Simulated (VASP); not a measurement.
# Hg3Pt (Pm-3m) in VASP: a series of runs, part 3 of 3

VASP 6.6.1. The steps go on from the part before.

**6. Single point, LDA**

This run uses another cell than the first one, of 18.61 Å³/atom.

Contents of INCAR:

```
SYSTEM = Hg3Pt
PREC = Accurate
ENCUT = 520
EDIFF = 1E-6
ISMEAR = 1
SIGMA = 0.15
LREAL = .False.
LASPH = .True.
NELM = 60
ALGO = Normal
ISIF = 2
LWAVE = .False.
LCHARG = .False.
NBANDS = 31
```

Contents of KPOINTS:

```
Automatic mesh
0
Gamma
  5 5 5
  0 0 0
```

Contents of POSCAR:

```
Hg3Pt
1.0
    4.2063628299      0.0000000000      0.0000000000
    0.0000000000      4.2063628299      0.0000000000
    0.0000000000      0.0000000000      4.2063628299
Hg Pt
3 1
Direct
    0.0000000000      0.5000000000      0.5000000000
    0.5000000000      0.0000000000      0.5000000000
    0.5000000000      0.5000000000      0.0000000000
    0.0000000000      0.0000000000      0.0000000000
```

Potentials or basis: VASP PAW LDA potentials, release 64 (Hg, Pt).

Started as:

```sh
cat potpaw_LDA.64/Hg/POTCAR potpaw_LDA.64/Pt/POTCAR > POTCAR
mpirun -np 1 vasp_std > vasp.out
```

OUTCAR:

```text
SYSTEM = Hg3Pt
   PREC = Accurate
   ENCUT = 520
   EDIFF = 1E-6
   ISMEAR = 1
   LREAL = .False.
   LASPH = .True.
   NELM = 60
   ISIF = 2

 ion  position               nearest neighbor table
   1  0.000  0.500  0.500-   2 2.97   3 2.97   4 2.97   3 2.97   4 2.97   2 2.97   4 2.97   4 2.97
                             2 2.97   3 2.97   3 2.97   2 2.97
   2  0.500  0.000  0.500-   1 2.97   3 2.97   4 2.97   3 2.97   4 2.97   1 2.97   3 2.97   3 2.97
                             1 2.97   4 2.97   4 2.97   1 2.97
   3  0.500  0.500  0.000-   1 2.97   2 2.97   4 2.97   1 2.97   2 2.97   2 2.97   4 2.97   2 2.97
                             1 2.97   4 2.97   1 2.97   4 2.97
   4  0.000  0.000  0.000-   1 2.97   2 2.97   3 2.97   1 2.97   2 2.97   1 2.97   3 2.97   1 2.97
                             2 2.97   3 2.97   2 2.97   3 2.97

  LATTYP: Found a simple cubic cell.
 ALAT       =     4.2063628299

  Lattice vectors:

 A1 = (   4.2063628299,   0.0000000000,   0.0000000000)
 A2 = (   0.0000000000,   4.2063628299,   0.0000000000)
 A3 = (   0.0000000000,   0.0000000000,   4.2063628299)

Analysis of symmetry for initial positions (statically):
=====================================================================
 Subroutine PRICEL returns:
 Original cell was already a primitive cell.

 Routine SETGRP: Setting up the symmetry group for a
 simple cubic supercell.

 Subroutine GETGRP returns: Found 48 space group operations
 (whereof 48 operations were pure point group operations)
 out of a pool of 48 trial point group operations.

The static configuration has the point symmetry O_h .

Analysis of symmetry for dynamics (positions and initial velocities):
=====================================================================
 Subroutine PRICEL returns:
 Original cell was already a primitive cell.

 Routine SETGRP: Setting up the symmetry group for a
 simple cubic supercell.

 Subroutine GETGRP returns: Found 48 space group operations
 (whereof 48 operations were pure point group operations)
 out of a pool of 48 trial point group operations.

The dynamic configuration has the point symmetry O_h .

 Subroutine INISYM returns: Found 48 space group operations
 (whereof 48 operations are pure point group operations),
 and found     1 'primitive' translations

----------------------------------------------------------------------------------------

                                     Primitive cell

  volume of cell :      74.4252

  direct lattice vectors                    reciprocal lattice vectors
     4.206362830  0.000000000  0.000000000     0.237735079  0.000000000  0.000000000
     0.000000000  4.206362830  0.000000000     0.000000000  0.237735079  0.000000000
     0.000000000  0.000000000  4.206362830     0.000000000  0.000000000  0.237735079

  length of vectors
     4.206362830  4.206362830  4.206362830     0.237735079  0.237735079  0.237735079

  position of ions in fractional coordinates (direct lattice)
     0.000000000  0.500000000  0.500000000
     0.500000000  0.000000000  0.500000000
     0.500000000  0.500000000  0.000000000
     0.000000000  0.000000000  0.000000000

  ion indices of the primitive-cell ions
   primitive index   ion index
                 1           1
                 2           2
                 3           3
                 4           4
[... 28 lines left out ...]
            Coordinates               Weight
  0.000000  0.000000  0.000000      1.000000
  0.200000  0.000000  0.000000      6.000000
  0.400000  0.000000  0.000000      6.000000
  0.200000  0.200000  0.000000     12.000000
  0.400000  0.200000  0.000000     24.000000
  0.400000  0.400000  0.000000     12.000000
  0.200000  0.200000  0.200000      8.000000
  0.400000  0.200000  0.200000     24.000000
  0.400000  0.400000  0.200000     24.000000
  0.400000  0.400000  0.400000      8.000000
   k-points           NKPTS =     10   k-points in BZ     NKDIM =     10   number of bands    NBANDS=     31
   number of dos      NEDOS =    301   number of ions     NIONS =      4
   total plane-waves  NPLWV =  32768
   dimension x,y,z NGX =    32 NGY =   32 NGZ =   32
   dimension x,y,z NGXF=    64 NGYF=   64 NGZF=   64
   ions per type =               3   1
   NGX,Y,Z   is equivalent  to a cutoff of  12.65, 12.65, 12.65 a.u.
   NGXF,Y,Z  is equivalent  to a cutoff of  25.29, 25.29, 25.29 a.u.
 SYSTEM =  Hg3Pt
   PREC   = accura    normal or accurate (medium, high low for compatibility)
   ISTART =      0    job   : 0-new  1-cont  2-samecut
   ICHARG =      2    charge: 1-file 2-atom 10-const
   ISPIN  =      1    spin polarized calculation?
   LNONCOLLINEAR =      F non collinear calculations
   LSORBIT =      F    spin-orbit coupling
   LASPH  =      T    aspherical Exc in radial PAW
   ENCUT  =  520.0 eV  38.22 Ry    6.18 a.u.   7.82  7.82  7.82*2*pi/ulx,y,z
   NELM   =     60;   NELMIN=  2; NELMDL= -5     # of ELM steps
   EDIFF  = 0.1E-05   stopping-criterion for ELM
   LREAL  =      F    real-space projection
   EDIFFG = 0.1E-04   stopping-criterion for IOM
   NSW    =      0    number of steps for IOM
   IBRION =     -1    ionic relax: 0-MD 1-quasi-New 2-CG
   NFREE  =      0    steps in history (QN), initial steepest desc. (CG)
   ISIF   =      2    stress and relaxation
   ISYM   =      2    0-nonsym 1-usesym 2-fastsym
   POTIM  = 0.5000    time-step for ionic-motion
   TEBEG  =    0.0;   TEEND  =   0.0 temperature during run
   PSTRESS=    0.0 pullay stress
   NELECT =      46.0000    total number of electrons
   NUPDOWN=      -1.0000    fix difference up-down
   EMIN   =  10.00;   EMAX   =-10.00  energy-range for DOS
   EFERMI =   0.00;   METHOD = LEGACY
   ISMEAR =     1;   SIGMA  =   0.15  broadening in eV -4-tet -1-fermi 0-gaus
   EFERMI_NEDOS =   21; number of points for ismear=-14 and -15
   IALGO  =     38    algorithm
   IMIX   =      4    mixing-type and parameters
     AMIX     =   0.40;   BMIX     =  1.00
     AMIX_MAG =   1.60;   BMIX_MAG =  1.00
  volume/ion in A,a.u.               =      18.61       125.56
  Fermi-wavevector in a.u.,A,eV,Ry     =   1.394507  2.635236 26.458568  1.944650
  Thomas-Fermi vector in A             =   2.518049
   LORBIT       =      0    0 simple, 1 ext, 2 COOP (PROOUT), +10 PAW based schemes
   GGA     = CA    functional components
   LHFCALC =     F    Hartree Fock is set to
   AEXX    =    0.0000 exact exchange contribution
   IVDW    =     0    specifies the selected vdW correction
   LEPSILON=     F    determine dielectric tensor
   LRPA    =     F    only Hartree local field effects (RPA)
 non-spin polarized calculation
 Methfessel and Paxton  Order N= 1 SIGMA  =   0.15
  energy-cutoff  :      520.00
  volume of cell :       74.43
 maximum number of plane-waves:      2022
 NGX is ok and might be reduce to    32
   NGX = 15   NGY = 15   NGZ = 15

 number of electron      46.0000008 magnetization

 Free energy of the ion-electron system (eV)
  ---------------------------------------------------
  ext. energy  EPLUGINS =         0.00000000
  ---------------------------------------------------
  free energy    TOTEN  =       -10.01333543 eV

  energy without entropy =      -10.01249635  energy(sigma->0) =      -10.01305574

 E-fermi :   5.6164     XC(G=0): -12.4993

 val. band max:        5.4415499387   @ k =   0.4000   0.4000   0.2000
 cond. band min:       5.6638379234   @ k =   0.4000   0.2000   0.0000
 fundamental gap:      0.2222879847
 Fermi energy:         5.6163650004

 k-point     1 :       0.0000    0.0000    0.0000
  band No.  band energies     occupation
      1      -5.2118      2.00000
      2      -3.7851      2.00000
      3      -3.4453      2.00000
      4      -3.4453      2.00000
      5      -3.4453      2.00000
      6      -3.2052      2.00000
[... 329 lines left out ...]
     30      18.3123      0.00000
     31      18.5996      0.00000

------------------------ aborting loop because EDIFF is reached ----------------------------------------

  FORCE on cell =-STRESS in cart. coord.  units (eV):
  Direction    XX          YY          ZZ          XY          YZ          ZX
  --------------------------------------------------------------------------------------
  -------------------------------------------------------------------------------------
  Total       -0.2481465     -0.2481465     -0.2481465     -0.0000000      0.0000000     -0.0000000
  in kB       -5.3419344     -5.3419344     -5.3419344     -0.0000000      0.0000000     -0.0000000
  external PRESSURE =      -5.3419344 kB  Pullay stress =       0.0000000 kB

 VOLUME and BASIS-vectors are now :
 -----------------------------------------------------------------------------
  energy-cutoff  :      520.00
  volume of cell :       74.43
      direct lattice vectors                 reciprocal lattice vectors
     4.206362830  0.000000000  0.000000000     0.237735079  0.000000000  0.000000000
     0.000000000  4.206362830  0.000000000     0.000000000  0.237735079  0.000000000
     0.000000000  0.000000000  4.206362830     0.000000000  0.000000000  0.237735079

 POSITION                                       TOTAL-FORCE (eV/Angst)
 -----------------------------------------------------------------------------------
      0.00000      2.10318      2.10318         0.000000      0.000000      0.000000
      2.10318      0.00000      2.10318         0.000000      0.000000      0.000000
      2.10318      2.10318      0.00000         0.000000      0.000000      0.000000
      0.00000      0.00000      0.00000         0.000000      0.000000      0.000000
 -----------------------------------------------------------------------------------
    total drift:                                0.000000     -0.000000     -0.000000

  FREE ENERGIE OF THE ION-ELECTRON SYSTEM (eV)
  ---------------------------------------------------
  free  energy   TOTEN  =       -10.0133354319 eV

  energy  without entropy=      -10.0124963530  energy(sigma->0) =      -10.01305574
```

stdout:

```text
POSCAR found type information on POSCAR HgPt
 POSCAR found :  2 types and       4 ions
 scaLAPACK will be used
 LDA part: xc-table for (Slater(with rela. corr.)+CA(PZ))
 , standard interpolation
 POSCAR, INCAR and KPOINTS ok, starting setup
 FFT: planning ... GRIDC
 FFT: planning ... GRID_SOFT
 FFT: planning ... GRID
 WAVECAR not read
 entering main loop
```

It took 12 s on 1 thread of Intel Xeon Platinum 8488C (Sapphire Rapids), shared host; peak memory 0.16 GiB.

Results:

| Property | Result |
| --- | --- |
| Free energy | -10.0133 eV |
| Pressure | -0.5 GPa |
| Band gap on the k mesh | zero (bands 23 and 24 overlap by 2.50 eV) |

Levels at points of the mesh, in eV from the Fermi level:
```
           k point  band 21  band 22  band 23  band 24  band 25  band 26
(0.00, 0.00, 0.00)    -1.68    -0.50    -0.50    -0.50     2.58     2.58
```

Caveat: spin-orbit coupling is left out, which moves the levels of the heavy elements.

**7. Summary**

| cell | gap on the mesh (eV) | pressure (GPa) |
| --- | --- | --- |
| a = 4.101 Å, 4 atoms | none | 12.2 |
| a = 4.165 Å, 4 atoms | none | 3.7 |
| a = 4.139 Å, 4 atoms | none | 6.9 |
| a = 4.185 Å, 4 atoms | none | 1.6 |
| a = 4.206 Å, 4 atoms | none | -0.5 |

Alike in all rows: task single point; level LDA; potentials or basis VASP PAW LDA potentials, release 64 (Hg, Pt); no spin polarisation; k mesh 5 × 5 × 5; cutoff (eV) 520; smearing methfessel-paxton 0.15 eV.

Caveats: spin-orbit coupling is left out, which moves the levels of the heavy elements; the cell stands under pressure (at least some runs).

Absolute energies hang on the potentials; compare differences alone.
